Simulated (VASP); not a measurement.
Here is a VASP 6.6.1 calculation.

File INCAR:

```
PREC = Accurate
ENCUT = 600
EDIFF = 1E-6
ISMEAR = 0
SIGMA = 0.1
LREAL = False
LASPH = True
NELM = 60
ALGO = Normal
ISIF = 3
LWAVE = False
LCHARG = False
GGA = PE
IBRION = 2
NSW = 100
EDIFFG = -0.01
```

KPOINTS

```
Automatic mesh
0
Gamma
  18 18 6
```

The input POSCAR:

```
Sn2Se
1.0
    3.2317942682      0.0000000000      0.0000000000
   -1.6158971341      2.7988159361      0.0000000000
    0.0000000000      0.0000000000      8.9392423558
Sn Se
2 1
Direct
    0.0000000000      0.0000000000      0.8156128557
    0.0000000000      0.0000000000      0.1843871443
    0.0000000000      0.0000000000      0.5000000000
```

Potentials or basis: VASP PAW PBE potentials, release 64 (Sn_d, Se).

Run with:

```console
$ cat potpaw_PBE.64/Sn_d/POTCAR potpaw_PBE.64/Se/POTCAR > POTCAR
$ mpirun -np 1 vasp_std > vasp.out
```

Q: Estimate the relaxed volume.

A: 27.02 Å³/atom.

Q: What does it give for the relaxed cell?

A: a = 3.247 Å, b = 3.247 Å, c = 8.878 Å, α = 90.00°, β = 90.00°, γ = 120.00°.

Step by step:
| step | energy change (eV) | largest force (eV/Å) | pressure (GPa) | volume (Å³) |
| --- | --- | --- | --- | --- |
| 1 | 0.0000 | 0.0992 | 0.33 | 80.86 |
| 2 | -0.0028 | 0.0626 | -0.07 | 81.50 |
| 3 | -0.0031 | 0.0485 | -0.23 | 81.74 |
| 4 | -0.0037 | 0.0460 | -0.03 | 81.41 |
| 5 | -0.0037 | 0.0442 | 0.00 | 81.32 |
| 6 | -0.0037 | 0.0420 | 0.06 | 81.16 |
| 7 | -0.0037 | 0.0451 | 0.02 | 81.28 |
| 8 | -0.0041 | 0.0257 | 0.03 | 81.18 |
| 9 | -0.0043 | 0.0049 | 0.04 | 81.07 |
